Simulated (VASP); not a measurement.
Set up this calculation in VASP 6.6.1, as the native input.

```yaml
Task: single point
Functional: PBEsol
Potentials_or_basis: VASP PAW PBE potentials, release 64 (Ga_d, N)
Cutoff: 520 eV
k_mesh: 8 × 8 × 6
Occupations: gaussian, width 0.05 eV
Spin: no spin polarisation
Dipole_correction: no
Further_INCAR_settings: ALGO = Normal; EDIFF = 1e-06; NBANDS = 26
```

The structure of GaN lies in POSCAR:

```
GaN
1.0
    0.0000000000     -2.2490913701     -2.2490913701
    0.0000000000      2.2490913701     -2.2490913701
    4.4981827401      0.0000000000      0.0000000000
Ga N
2 2
Direct
    0.5000000000      0.5000000000      0.5000000000
    0.0000000000      0.0000000000      0.0000000000
    0.0000000000      0.5000000000      0.2500000000
    0.5000000000      0.0000000000      0.7500000000
```

These files were run (other wordings do the same):

INCAR

```
ALGO = Normal
EDIFF = 1E-6
ENCUT = 520
GGA = PS
ISIF = 2
ISMEAR = 0
LASPH = True
LCHARG = True
LELF = True
LREAL = False
LVHAR = True
LWAVE = False
NBANDS = 26
NELM = 60
PREC = Accurate
SIGMA = 0.05
```

KPOINTS

```
k-points
0
Gamma
  8 8 6
```

Potentials or basis: VASP PAW PBE potentials, release 64 (Ga_d, N).

The run is started by

```sh
$ cat potpaw_PBE.64/Ga_d/POTCAR potpaw_PBE.64/N/POTCAR > POTCAR
$ mpirun -np 1 vasp_std > vasp.out
```

Results of the run:

The pressure is -0.2 GPa. The band gap on the k mesh is 1.72 eV.

Caveat: the PAW data sets were made with another functional, which shifts forces and pressure a little.

It took 29 s on 1 thread of AMD EPYC 9R45 (Zen 5), on a shared host, peak memory 0.16 GiB.
